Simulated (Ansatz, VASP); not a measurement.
**BaS: VASP beside Ansatz**

```
Ba S
1.0
     0.00000    3.25762    3.19375
     3.25762    0.00000    3.19375
     3.25762    3.25762    0.00000
Ba S
1 1
Direct
  0.00000 0.00000 0.00000
  0.50000 0.50000 0.50000
```

Change from the starting cell: equal xx and yy strain of +2 %.

Alike in both runs: task single point; functional PBEsol; k mesh 8 × 8 × 8; occupations fermi-dirac, width 0.02 eV; no spin polarisation.

|  | VASP | Ansatz |
| --- | --- | --- |
| version | VASP 6.6.1 | Ansatz 0.2.0 |
| potentials or method | VASP PAW PBE potentials, release 64 (Ba_sv, S), cutoff 520 eV | all-electron LAPW, scalar-relativistic |

VASP gave:

```
gap on the k mesh at the Fermi level (eV)                     : 2.00
pressure (GPa)                                                : -2.1
traceless stress, the component that is largest in VASP (GPa) : 0.91
```

Q: Which values does Ansatz return?

A: gap on the k mesh at the Fermi level (eV): 2.09; pressure (GPa): -2.6; traceless stress, the component that is largest in VASP (GPa): 0.82.

VASP's potentials were made for PBE, not for PBEsol. Ansatz ran all-electron here, and VASP with PAW potentials.

Spin-orbit coupling is off throughout.
